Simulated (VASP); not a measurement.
Nb:

```
Nb
1.0
    -1.62429    1.62429    1.62429
     1.62429   -1.62429    1.62429
     1.62429    1.62429   -1.62429
Nb
1
Direct
  0.00000 0.00000 0.00000
```

| Property | Result |
| --- | --- |
| Program | VASP 6.6.1 |
| Task | relaxation of cell and atoms |
| Functional | PBE |
| Potentials or basis | VASP PAW PBE potentials, release 64 (Nb_sv) |
| Cutoff | 600 eV |
| k mesh | 16 × 16 × 16 |
| Occupations | fermi-dirac, width 0.08 eV |
| Spin | no spin polarisation |

At the start: pressure 10.3 GPa; volume 17.14 Å³/atom.

**Question.** How do energy, volume and symmetry change on relaxing?

**Answer.** Over 4 steps the energy falls by 29.3 meV/atom and the volume is 18.10 Å³/atom (+5.6 %); space group Im-3m (No. 229, to 0.05 Å).

Step by step:
```csv
step,energy change (eV),largest force (eV/Å),pressure (GPa),volume (Å³)
1,0.0000,0.0000,10.28,17.14
2,0.0628,0.0000,-14.14,20.02
3,-0.0293,0.0000,-0.28,18.13
4,-0.0293,0.0000,-0.03,18.10
```

Final structure:
```cif
data_structure
_symmetry_space_group_name_H-M 'P 1'
_symmetry_Int_Tables_number 1
_cell_length_a 2.8648
_cell_length_b 2.8648
_cell_length_c 2.8648
_cell_angle_alpha 109.471
_cell_angle_beta 109.471
_cell_angle_gamma 109.471
_cell_volume 18.10
loop_
_atom_site_label
_atom_site_type_symbol
_atom_site_fract_x
_atom_site_fract_y
_atom_site_fract_z
_atom_site_occupancy
Nb1 Nb 0.00000 0.00000 0.00000 1
```
